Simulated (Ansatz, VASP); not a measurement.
## NbTe in VASP and in Ansatz

```
Te Nb
1.0
     3.70297    0.00000    0.00000
    -1.85149    3.20687    0.00000
     0.00000    0.00000    3.69421
Te Nb
1 1
Direct
  0.66667 0.33333 0.00000
  0.00000 0.00000 0.50000
```

Alike in both runs: functional LDA; k mesh 6 × 6 × 5; occupations fermi-dirac, width 0.05 eV; non-collinear spin, spin-orbit coupling.

|  | VASP | Ansatz |
| --- | --- | --- |
| version | VASP 6.6.1 | Ansatz 0.2.0 |
| potentials or method | VASP PAW LDA potentials, release 64 (Te, Nb_sv) | Ansatz PAW |
| plane-wave cutoff (eV) | 520 | 420 |
| valence electrons in the cell | 19 | 29 |
| task | single point | band structure |

```csv
,VASP,Ansatz,Ansatz less VASP
pressure (GPa),-7.4,-7.4,0.00
"traceless stress, the component that is largest in VASP (GPa)",-0.66,-0.65,+0.015
```

LDA's correlation is that of Perdew and Zunger in VASP and of Perdew and Wang (1992) in Ansatz. VASP's potentials hold 19 valence electrons a cell and Ansatz's 29, so a difference there can come from the potentials and not from the codes.
